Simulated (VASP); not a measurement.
# AlN (P6_3mc) in VASP: further runs, part 3 of 3

VASP 6.6.1.

## (5) Electric field gradients, PBEsol (volume scaled by 1.02)

Input file INCAR:

```
SYSTEM = AlN
PREC = Accurate
ENCUT = 520
EDIFF = 1E-8
ISMEAR = -1
SIGMA = 0.02
LREAL = .FALSE.
LASPH = .TRUE.
NELM = 60
ALGO = Normal
ISIF = 2
LWAVE = .FALSE.
LCHARG = .FALSE.
GGA = PS
LEFG = .TRUE.
NBANDS = 16
```

Input file KPOINTS:

```
Automatic mesh
0
G
  11 11 6
  0 0 0
```

Input file POSCAR:

```
AlN
1.0
    3.1316054153      0.0000000000      0.0000000000
   -1.5658027076      2.7120498443      0.0000000000
    0.0000000000      0.0000000000      5.0109678482
Al N
2 2
Direct
    0.3333333333      0.6666666667      0.0000000000
    0.6666666667      0.3333333333      0.5000000000
    0.3333333333      0.6666666667      0.3850000000
    0.6666666667      0.3333333333      0.8850000000
```

Potentials or basis: VASP PAW PBE potentials, release 64 (Al, N).

Launch:

```bash
> cat potpaw_PBE.64/Al/POTCAR potpaw_PBE.64/N/POTCAR > POTCAR
> mpirun -np 1 vasp_std > vasp.out
```

OUTCAR:

```text
SYSTEM = AlN
   PREC = Accurate
   ENCUT = 520
   EDIFF = 1E-8
   ISMEAR = -1
   LREAL = .FALSE.
   LASPH = .TRUE.
   NELM = 60
   ISIF = 2
   GGA = PS

 ion  position               nearest neighbor table
   1  0.333  0.667  0.000-   4 1.90   4 1.90   4 1.90   3 1.93   2 3.09   2 3.09   2 3.09   2 3.09
                             2 3.09   2 3.09
   2  0.667  0.333  0.500-   3 1.90   3 1.90   3 1.90   4 1.93   1 3.09   1 3.09   1 3.09   1 3.09
                             1 3.09   1 3.09
   3  0.333  0.667  0.385-   2 1.90   2 1.90   2 1.90   1 1.93
   4  0.667  0.333  0.885-   1 1.90   1 1.90   1 1.90   2 1.93

  LATTYP: Found a hexagonal cell.
 ALAT       =     3.1316054153
 C/A-ratio  =     1.6001274694

  Lattice vectors:

 A1 = (   3.1316054153,   0.0000000000,   0.0000000000)
 A2 = (  -1.5658027076,   2.7120498443,   0.0000000000)
 A3 = (   0.0000000000,   0.0000000000,   5.0109678482)

Analysis of symmetry for initial positions (statically):
=====================================================================
 Subroutine PRICEL returns:
 Original cell was already a primitive cell.

 Routine SETGRP: Setting up the symmetry group for a
 hexagonal supercell.

 Subroutine GETGRP returns: Found 12 space group operations
 (whereof  6 operations were pure point group operations)
 out of a pool of 24 trial point group operations.

The static configuration has the point symmetry C_3v.
 The point group associated with its full space group is C_6v.

Analysis of symmetry for dynamics (positions and initial velocities):
=====================================================================
 Subroutine PRICEL returns:
 Original cell was already a primitive cell.
[... 612 lines left out ...]
      6       4.3570      2.00000
[... 8 lines left out ...]
     15      18.0284      0.00000
     16      19.1008      0.00000

 [... further k-points ...]
[... 5 lines left out ...]
  --------------------------------------------------------------------------------------
  -------------------------------------------------------------------------------------
  Total       -0.7598002     -0.7598002     -1.1562944     -0.0000000     -0.0000000      0.0000000
  in kB      -28.6037957    -28.6037957    -43.5304045     -0.0000000     -0.0000000      0.0000000
  external PRESSURE =     -33.5793320 kB  Pullay stress =       0.0000000 kB

 VOLUME and BASIS-vectors are now :
 -----------------------------------------------------------------------------
  energy-cutoff  :      520.00
  volume of cell :       42.56
      direct lattice vectors                 reciprocal lattice vectors
     3.131605415  0.000000000  0.000000000     0.319325032  0.184362393  0.000000000
    -1.565802708  2.712049844  0.000000000     0.000000000  0.368724787  0.000000000
     0.000000000  0.000000000  5.010967848     0.000000000  0.000000000  0.199562246

 POSITION                                       TOTAL-FORCE (eV/Angst)
 -----------------------------------------------------------------------------------
     -0.00000      1.80803      0.00000        -0.000000     -0.000000      0.176767
      1.56580      0.90402      2.50548        -0.000000     -0.000000      0.176767
     -0.00000      1.80803      1.92922        -0.000000      0.000000     -0.176767
      1.56580      0.90402      4.43471         0.000000     -0.000000     -0.176767
 -----------------------------------------------------------------------------------
    total drift:                               -0.000000      0.000000      0.000665

  FREE ENERGIE OF THE ION-ELECTRON SYSTEM (eV)
  ---------------------------------------------------
  free  energy   TOTEN  =       -31.3024682361 eV

  energy  without entropy=      -31.3024682361  energy(sigma->0) =      -31.30246824

 Electric field gradients (V/A^2)
---------------------------------------------------------------------
 ion       V_xx      V_yy      V_zz      V_xy      V_xz      V_yz
---------------------------------------------------------------------
   1      -4.153    -4.153     8.306     0.000     0.000    -0.000
   2      -4.153    -4.153     8.306     0.000    -0.000     0.000
   3      -0.270    -0.271     0.541    -0.001     0.000    -0.000
   4      -0.270    -0.271     0.541    -0.001    -0.000     0.000
---------------------------------------------------------------------

 Electric field gradients after diagonalization (V/A^2)
 (convention: |V_zz| > |V_xx| > |V_yy|)
----------------------------------------------------------------------
 ion       V_xx      V_yy      V_zz     asymmetry (V_yy - V_xx)/ V_zz
----------------------------------------------------------------------
   1      -4.153    -4.153     8.306       0.000
   2      -4.153    -4.153     8.306       0.000
   3      -0.271    -0.270     0.541       0.002
   4      -0.271    -0.270     0.541       0.002
----------------------------------------------------------------------

           NMR quadrupolar parameters

 Cq : quadrupolar parameter    Cq=e*Q*V_zz/h
 eta: asymmetry parameters     (V_yy - V_xx)/ V_zz
 Q  : nuclear electric quadrupole moment in mb (millibarn)
----------------------------------------------------------------------
 ion       Cq(MHz)       eta       Q (mb)
----------------------------------------------------------------------
   1       0.020       0.000       1.000
   2       0.020       0.000       1.000
   3       0.001       0.002       1.000
   4       0.001       0.002       1.000
----------------------------------------------------------------------
```

stdout:

```text
POSCAR found type information on POSCAR AlN
 POSCAR found :  2 types and       4 ions
 scaLAPACK will be used
 -----------------------------------------------------------------------------
|                                                                             |
|                                                                             |
|     You enforced a specific xc type in the INCAR file but a different       |
|     I HOPE YOU KNOW WHAT YOU ARE DOING!                                     |
|                                                                             |
 -----------------------------------------------------------------------------

 LDA part: xc-table for (Slater+PW92), standard interpolation
 POSCAR, INCAR and KPOINTS ok, starting setup
 FFT: planning ... GRIDC
 FFT: planning ... GRID_SOFT
 FFT: planning ... GRID
 WAVECAR not read
 entering main loop
ion   1

ion   2

ion   3

ion   4
```

Wall time 28 s (1 thread of AMD EPYC 7R13 (Zen 3), shared host); peak memory 0.14 GiB.

Results:

```yaml
Free_energy: -31.3025 eV
Pressure: -3.4 GPa
Largest_force: 0.177 eV/Å
Band_gap_on_the_k_mesh: 3.92 eV, direct
```

Forces on the atoms (eV/Å):
```
Al   0.000  0.000  0.177
Al   0.000  0.000  0.177
N    0.000  0.000 -0.177
N    0.000  0.000 -0.177
```

Levels at points of the mesh, in eV from the valence-band top:
| k point | band 6 | band 7 | band 8 | band 9 | band 10 | band 11 |
| --- | --- | --- | --- | --- | --- | --- |
| (0.00, 0.00, 0.00) | -0.29 | -0.29 | 0.00 | 3.92 | 6.36 | 10.34 |
| (0.00, 0.00, 0.50) | -0.62 | -0.62 | -0.62 | 6.19 | 6.19 | 10.01 |

Electric field gradients, principal values (V/Å²):
```csv
atom,least,middle,greatest (by size)
1 Al,-4.153,-4.153,8.306
2 Al,-4.153,-4.153,8.306
3 N,-0.270,-0.271,0.541
4 N,-0.270,-0.271,0.541
```

Caveat: without QUAD_EFG the Cq values of the log hold for a quadrupole moment of 1 mb, not for the nuclei; the PAW data sets were made with another functional, which shifts forces and pressure a little. A k mesh can miss the band edges.

## (6) Summary

```csv
cell,gap on the mesh (eV),pressure (GPa),largest force (eV/Å)
"a = 3.069, b = 3.069, c = 4.911 Å, angles 90.0, 90.0, 120.0°, 4 atoms",4.45,9.6,0.18
"a = 3.101, b = 3.101, c = 4.961 Å, angles 90.0, 90.0, 120.0°, 4 atoms",4.18,2.6,0.18
"a = 3.132, b = 3.132, c = 5.011 Å, angles 90.0, 90.0, 120.0°, 4 atoms",3.92,-3.4,0.18
```

Alike in all rows: task electric field gradients; level PBEsol; potentials or basis VASP PAW PBE potentials, release 64 (Al, N); no spin polarisation; k mesh 11 × 11 × 6; cutoff (eV) 520; smearing fermi-dirac 0.02 eV.

Caveats: the PAW data sets were made with another functional, which shifts forces and pressure a little.

Absolute energies hang on the potentials; compare differences alone.
